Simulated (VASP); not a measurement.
The system is MnCl3.

```
Mn Cl
1.0
     0.00000    4.04263    4.04263
     4.04263    0.00000    4.04263
     4.04263    4.04263    0.00000
Mn Cl
1 3
Direct
  0.00000 0.00000 0.00000
  0.25000 0.25000 0.25000
  0.75000 0.75000 0.75000
  0.50000 0.50000 0.50000
```

| Quantity | Value |
| --- | --- |
| Program | VASP 6.6.1 |
| Task | relaxation of cell and atoms |
| Functional | PBE |
| Potentials or basis | VASP PAW PBE potentials, release 64 (Mn_pv, Cl) |
| Cutoff | 600 eV |
| k mesh | 4 × 4 × 4 |
| Occupations | gaussian, width 0.1 eV |
| Spin | collinear spin, ferromagnetic start |
| Starting moments | [4.0, 0.0, 0.0, 0.0] μB |

At the start: pressure -6.7 GPa; volume 33.03 Å³/atom.

How do energy, volume and symmetry change on relaxing?

Over 7 steps the energy falls by 454.8 meV/atom and the volume is 19.82 Å³/atom (-40.0 %); space group Fm-3m (No. 225, to 0.05 Å); moment 4.00 μB per cell.

Step by step:
| step | energy change (eV) | largest force (eV/Å) | pressure (GPa) | volume (Å³) |
| --- | --- | --- | --- | --- |
| 1 | 0.0000 | 0.0000 | -6.69 | 132.14 |
| 2 | -1.0468 | 0.0000 | -6.57 | 107.47 |
| 3 | 0.7916 | 0.0000 | 45.04 | 52.20 |
| 4 | -1.5980 | 0.0000 | -4.68 | 92.32 |
| 5 | -1.7763 | 0.0000 | 3.05 | 74.44 |
| 6 | -1.8171 | 0.0000 | -0.59 | 80.31 |
| 7 | -1.8191 | 0.0000 | -0.05 | 79.28 |

Final structure:
```
Mn Cl
1.0
     0.00000    3.40962    3.40962
     3.40962    0.00000    3.40962
     3.40962    3.40962    0.00000
Mn Cl
1 3
Direct
  0.00000 0.00000 0.00000
  0.25000 0.25000 0.25000
  0.75000 0.75000 0.75000
  0.50000 0.50000 0.50000
```

Caveat: the volume moved by over 15 % at a fixed basis, so the end points are rough; a cell with one magnetic atom can't hold antiferromagnetic order, which such compounds often take.
